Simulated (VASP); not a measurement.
# V2Co (Fd-3m) in VASP: a series of runs

The runs below take V2Co through single point, relaxation of cell and atoms, with PBE.

Program: VASP 6.6.1. These are calculated values, not measurements. Logs are shortened: lines on timing, memory, paths and dates and some standing lists are left out, and cuts for length are marked.

### 1 The cell of the first run

The structure is cubic, space group Fd-3m (No. 227). The conventional cell has a = 6.716 Å, b = 6.716 Å, c = 6.716 Å, α = 90.00°, β = 90.00°, γ = 90.00°. V (site symmetry -3m) has 6 V at 2.37 Å and 6 Co at 2.78 Å within 3.1 Å. Within 3.7 Å of Co (site symmetry -43m) lie 12 V at 2.78 Å and 4 Co at 2.91 Å.

### 2 Single point, PBE

The input, INCAR:

```
ALGO     = Normal         # electronic algorithm
EDIFF    = 1E-6           # SCF threshold, eV
ENCUT    = 520            # plane-wave cutoff, eV
GGA      = PE             # functional
ISIF     = 2              # what is computed and relaxed
ISMEAR   = 0              # smearing method
LASPH    = True           # aspherical terms in the spheres
LCHARG   = False          # write CHGCAR
LREAL    = False          # projectors in reciprocal space
LWAVE    = False          # write WAVECAR
NBANDS   = 44             # bands
NELM     = 60             # most SCF steps
PREC     = Accurate       # precision mode
SIGMA    = 0.1            # smearing width, eV
```

The input, KPOINTS:

```
k-points
0
Gamma
  4 4 4
```

The input, POSCAR:

```
V2Co
1.0
    0.0000000000      3.3578944822      3.3578944822
    3.3578944822      0.0000000000      3.3578944822
    3.3578944822      3.3578944822      0.0000000000
V Co
4 2
Direct
    0.6250000000      0.6250000000      0.6250000000
    0.1250000000      0.6250000000      0.6250000000
    0.6250000000      0.6250000000      0.1250000000
    0.6250000000      0.1250000000      0.6250000000
    0.0000000000      0.0000000000      0.0000000000
    0.2500000000      0.2500000000      0.2500000000
```

Potentials or basis: VASP PAW PBE potentials, release 64 (V_sv, Co).

On the command line:

```console
$ cat potpaw_PBE.64/V_sv/POTCAR potpaw_PBE.64/Co/POTCAR > POTCAR
$ mpirun -np 1 vasp_std > vasp.out
```

OUTCAR:

```text
EDIFF = 1E-6
   ENCUT = 520
   GGA = PE
   ISIF = 2
   ISMEAR = 0
   LASPH = True
   LREAL = False
   NELM = 60
   PREC = Accurate

 ion  position               nearest neighbor table
   1  0.625  0.625  0.625-   2 2.37   3 2.37   4 2.37   3 2.37   4 2.37   2 2.37   6 2.78   5 2.78
                             6 2.78   5 2.78   6 2.78   5 2.78
   2  0.125  0.625  0.625-   1 2.37   3 2.37   4 2.37   1 2.37   3 2.37   4 2.37   6 2.78   5 2.78
                             5 2.78   6 2.78   5 2.78   6 2.78
   3  0.625  0.625  0.125-   1 2.37   1 2.37   2 2.37   4 2.37   4 2.37   2 2.37   6 2.78   5 2.78
                             6 2.78   5 2.78   6 2.78   5 2.78
   4  0.625  0.125  0.625-   1 2.37   3 2.37   1 2.37   2 2.37   3 2.37   2 2.37   6 2.78   5 2.78
                             6 2.78   5 2.78   6 2.78   5 2.78
   5  0.000  0.000  0.000-   3 2.78   3 2.78   2 2.78   4 2.78   2 2.78   1 2.78   1 2.78   4 2.78
                             1 2.78   2 2.78   3 2.78   4 2.78   6 2.91   6 2.91   6 2.91   6 2.91
   6  0.250  0.250  0.250-   2 2.78   4 2.78   3 2.78   3 2.78   2 2.78   3 2.78   1 2.78   2 2.78
                             4 2.78   1 2.78   1 2.78   4 2.78   5 2.91   5 2.91   5 2.91   5 2.91

  LATTYP: Found a face centered cubic cell.
 ALAT       =     6.7157889644

  Lattice vectors:

 A1 = (   0.0000000000,   3.3578944822,   3.3578944822)
 A2 = (   3.3578944822,   0.0000000000,   3.3578944822)
 A3 = (   3.3578944822,   3.3578944822,   0.0000000000)

Analysis of symmetry for initial positions (statically):
=====================================================================
 Subroutine PRICEL returns:
 Original cell was already a primitive cell.

 Routine SETGRP: Setting up the symmetry group for a
 face centered cubic supercell.

 Subroutine GETGRP returns: Found 48 space group operations
 (whereof 24 operations were pure point group operations)
 out of a pool of 48 trial point group operations.

The static configuration has the point symmetry T_d .
 The point group associated with its full space group is O_h .

Analysis of symmetry for dynamics (positions and initial velocities):
=====================================================================
 Subroutine PRICEL returns:
 Original cell was already a primitive cell.

 Routine SETGRP: Setting up the symmetry group for a
 face centered cubic supercell.

 Subroutine GETGRP returns: Found 48 space group operations
 (whereof 24 operations were pure point group operations)
 out of a pool of 48 trial point group operations.

The dynamic configuration has the point symmetry T_d .
 The point group associated with its full space group is O_h .

 Subroutine INISYM returns: Found 48 space group operations
 (whereof 24 operations are pure point group operations),
 and found     1 'primitive' translations

----------------------------------------------------------------------------------------

                                     Primitive cell

  volume of cell :      75.7236

  direct lattice vectors                    reciprocal lattice vectors
     0.000000000  3.357894482  3.357894482    -0.148902833  0.148902833  0.148902833
     3.357894482  0.000000000  3.357894482     0.148902833 -0.148902833  0.148902833
     3.357894482  3.357894482  0.000000000     0.148902833  0.148902833 -0.148902833

  length of vectors
     4.748779918  4.748779918  4.748779918     0.257907271  0.257907271  0.257907271

  position of ions in fractional coordinates (direct lattice)
     0.625000000  0.625000000  0.625000000
     0.125000000  0.625000000  0.625000000
     0.625000000  0.625000000  0.125000000
     0.625000000  0.125000000  0.625000000
     0.000000000  0.000000000  0.000000000
     0.250000000  0.250000000  0.250000000

  ion indices of the primitive-cell ions
   primitive index   ion index
                 1           1
                 2           2
                 3           3
                 4           4
                 5           5
                 6           6

----------------------------------------------------------------------------------------

 KPOINTS: k-points

Automatic generation of k-mesh.
 Grid dimensions read from file:
 generate k-points for:    4    4    4

 Generating k-lattice:

  Cartesian coordinates                     Fractional coordinates (reciprocal lattice)
    -0.037225708  0.037225708  0.037225708     0.250000000  0.000000000  0.000000000
     0.037225708 -0.037225708  0.037225708     0.000000000  0.250000000  0.000000000
     0.037225708  0.037225708 -0.037225708     0.000000000  0.000000000  0.250000000

  Length of vectors
     0.064476818  0.064476818  0.064476818

  Shift w.r.t. Gamma in fractional coordinates (k-lattice)
     0.000000000  0.000000000  0.000000000

 Subroutine IBZKPT returns following result:
 ===========================================

 Found      8 irreducible k-points:

 Following reciprocal coordinates:
            Coordinates               Weight
  0.000000  0.000000  0.000000      1.000000
  0.250000  0.000000  0.000000      8.000000
  0.500000  0.000000  0.000000      4.000000
  0.250000  0.250000  0.000000      6.000000
  0.500000  0.250000  0.000000     24.000000
 -0.250000  0.250000  0.000000     12.000000
  0.500000  0.500000  0.000000      3.000000
 -0.250000  0.500000  0.250000      6.000000
   k-points           NKPTS =      8   k-points in BZ     NKDIM =      8   number of bands    NBANDS=     44
   number of dos      NEDOS =    301   number of ions     NIONS =      6
   total plane-waves  NPLWV =  46656
   dimension x,y,z NGX =    36 NGY =   36 NGZ =   36
   dimension x,y,z NGXF=    72 NGYF=   72 NGZF=   72
   ions per type =               4   2
   NGX,Y,Z   is equivalent  to a cutoff of  12.60, 12.60, 12.60 a.u.
   NGXF,Y,Z  is equivalent  to a cutoff of  25.21, 25.21, 25.21 a.u.
 SYSTEM =  unknown system
   PREC   = accura    normal or accurate (medium, high low for compatibility)
   ISTART =      0    job   : 0-new  1-cont  2-samecut
   ICHARG =      2    charge: 1-file 2-atom 10-const
   ISPIN  =      1    spin polarized calculation?
   LNONCOLLINEAR =      F non collinear calculations
   LSORBIT =      F    spin-orbit coupling
   LASPH  =      T    aspherical Exc in radial PAW
   ENCUT  =  520.0 eV  38.22 Ry    6.18 a.u.   8.83  8.83  8.83*2*pi/ulx,y,z
   NELM   =     60;   NELMIN=  2; NELMDL= -5     # of ELM steps
   EDIFF  = 0.1E-05   stopping-criterion for ELM
   LREAL  =      F    real-space projection
   EDIFFG = 0.1E-04   stopping-criterion for IOM
   NSW    =      0    number of steps for IOM
   IBRION =     -1    ionic relax: 0-MD 1-quasi-New 2-CG
   NFREE  =      0    steps in history (QN), initial steepest desc. (CG)
   ISIF   =      2    stress and relaxation
   ISYM   =      2    0-nonsym 1-usesym 2-fastsym
   POTIM  = 0.5000    time-step for ionic-motion
   TEBEG  =    0.0;   TEEND  =   0.0 temperature during run
   PSTRESS=    0.0 pullay stress
   NELECT =      70.0000    total number of electrons
   NUPDOWN=      -1.0000    fix difference up-down
   EMIN   =  10.00;   EMAX   =-10.00  energy-range for DOS
   EFERMI =   0.00;   METHOD = LEGACY
   ISMEAR =     0;   SIGMA  =   0.10  broadening in eV -4-tet -1-fermi 0-gaus
   EFERMI_NEDOS =   21; number of points for ismear=-14 and -15
   IALGO  =     38    algorithm
   IMIX   =      4    mixing-type and parameters
     AMIX     =   0.40;   BMIX     =  1.00
     AMIX_MAG =   1.60;   BMIX_MAG =  1.00
  volume/ion in A,a.u.               =      12.62        85.17
  Fermi-wavevector in a.u.,A,eV,Ry     =   1.594767  3.013672 34.603433  2.543281
  Thomas-Fermi vector in A             =   2.692790
   LORBIT       =      0    0 simple, 1 ext, 2 COOP (PROOUT), +10 PAW based schemes
   GGA     = PE    functional components
   LHFCALC =     F    Hartree Fock is set to
   AEXX    =    0.0000 exact exchange contribution
   IVDW    =     0    specifies the selected vdW correction
   LEPSILON=     F    determine dielectric tensor
   LRPA    =     F    only Hartree local field effects (RPA)
 non-spin polarized calculation
 Gauss-broadening in eV      SIGMA  =   0.10
  energy-cutoff  :      520.00
  volume of cell :       75.72
 maximum number of plane-waves:      2085
   NGX = 17   NGY = 17   NGZ = 17

 number of electron      70.0000025 magnetization

 Free energy of the ion-electron system (eV)
  ---------------------------------------------------
  ext. energy  EPLUGINS =         0.00000000
  ---------------------------------------------------
  free energy    TOTEN  =       -48.67306423 eV

  energy without entropy =      -48.64948534  energy(sigma->0) =      -48.66127478

 E-fermi :   9.7546     XC(G=0): -12.9776

 val. band max:        9.7481433613   @ k =   0.5000   0.0000   0.0000
 cond. band min:       9.8353146328   @ k =  -0.2500   0.2500   0.0000
 fundamental gap:      0.0871712716
 Fermi energy:         9.7546087496

 k-point     1 :       0.0000    0.0000    0.0000
  band No.  band energies     occupation
      1     -54.2524      2.00000
      2     -53.8110      2.00000
      3     -53.8110      2.00000
      4     -53.8110      2.00000
      5     -29.2223      2.00000
      6     -28.3650      2.00000
[... 36 lines left out ...]
     43      12.6634      0.00000
     44      12.6634      0.00000

 k-point     2 :       0.2500    0.0000    0.0000
  band No.  band energies     occupation
      1     -54.2076      2.00000
      2     -53.8591      2.00000
      3     -53.8112      2.00000
      4     -53.8112      2.00000
      5     -29.0507      2.00000
      6     -28.3013      2.00000
[... 36 lines left out ...]
     43      12.1068      0.00000
     44      12.6042      0.00000

 k-point     3 :       0.5000    0.0000    0.0000
  band No.  band energies     occupation
      1     -54.1447      2.00000
      2     -53.9252      2.00000
      3     -53.8115      2.00000
      4     -53.8115      2.00000
      5     -28.8657      2.00000
      6     -28.2420      2.00000
[... 224 lines left out ...]
     43      11.2958      0.00000
     44      11.2958      0.00000

 k-point     8 :      -0.2500    0.5000    0.2500
  band No.  band energies     occupation
      1     -54.0357      2.00000
      2     -54.0357      2.00000
      3     -53.8120      2.00000
      4     -53.8120      2.00000
      5     -28.4493      2.00000
      6     -28.4493      2.00000
[... 36 lines left out ...]
     43      11.5905      0.00000
     44      11.5905      0.00000

------------------------ aborting loop because EDIFF is reached ----------------------------------------

  FORCE on cell =-STRESS in cart. coord.  units (eV):
  Direction    XX          YY          ZZ          XY          YZ          ZX
  --------------------------------------------------------------------------------------
  -------------------------------------------------------------------------------------
  Total        0.4143711      0.4143711      0.4143711      0.0000000     -0.0000000      0.0000000
  in kB        8.7673617      8.7673617      8.7673617      0.0000000     -0.0000000      0.0000000
  external PRESSURE =       8.7673617 kB  Pullay stress =       0.0000000 kB

 VOLUME and BASIS-vectors are now :
 -----------------------------------------------------------------------------
  energy-cutoff  :      520.00
  volume of cell :       75.72
      direct lattice vectors                 reciprocal lattice vectors
     0.000000000  3.357894482  3.357894482    -0.148902833  0.148902833  0.148902833
     3.357894482  0.000000000  3.357894482     0.148902833 -0.148902833  0.148902833
     3.357894482  3.357894482  0.000000000     0.148902833  0.148902833 -0.148902833

 POSITION                                       TOTAL-FORCE (eV/Angst)
 -----------------------------------------------------------------------------------
      4.19737      4.19737      4.19737         0.000000      0.000000      0.000000
      4.19737      2.51842      2.51842         0.000000      0.000000      0.000000
      2.51842      2.51842      4.19737         0.000000      0.000000      0.000000
      2.51842      4.19737      2.51842         0.000000      0.000000      0.000000
      0.00000      0.00000      0.00000        -0.000000     -0.000000     -0.000000
      1.67895      1.67895      1.67895         0.000000      0.000000      0.000000
 -----------------------------------------------------------------------------------
    total drift:                                0.000000      0.000000      0.000000

  FREE ENERGIE OF THE ION-ELECTRON SYSTEM (eV)
  ---------------------------------------------------
  free  energy   TOTEN  =       -48.6730642264 eV

  energy  without entropy=      -48.6494853367  energy(sigma->0) =      -48.66127478
```

It took 88 s on 1 thread of Oxide Virtual Turin-like, shared host; peak memory 0.17 GiB.

What came out:

| Property | Result |
| --- | --- |
| Free energy | -48.6731 eV |
| Pressure | 0.9 GPa |
| Band gap on the k mesh | zero (bands 35 and 36 overlap by 0.61 eV) |

Levels at points of the mesh, in eV from the Fermi level:
| k point | band 31 | band 32 | band 33 | band 34 | band 35 | band 36 | band 37 | band 38 | band 39 | band 40 |
| --- | --- | --- | --- | --- | --- | --- | --- | --- | --- | --- |
| (0.00, 0.00, 0.00) | -1.27 | -0.44 | -0.44 | -0.44 | -0.41 | -0.41 | 2.41 | 2.41 | 2.41 | 2.87 |
| (0.50, 0.00, 0.00) | -0.97 | -0.73 | -0.73 | -0.60 | -0.01 | 0.50 | 0.50 | 0.71 | 0.71 | 0.84 |
| (0.50, 0.50, 0.00) | -0.69 | -0.69 | -0.47 | -0.47 | 0.11 | 0.11 | 0.59 | 0.59 | 1.07 | 1.07 |

Caveat: the k points lie up to 0.41 Å⁻¹ apart, too coarse for converged energies and pressures of a metal; the run has no spin polarisation, though such a crystal can be magnetic. Spin polarisation is off, so any magnetic state and its effect on volume and gap are missing.

[end of part 1 of 2]

The gap in the log of VASP goes by the Fermi energy; the results here count the filled bands.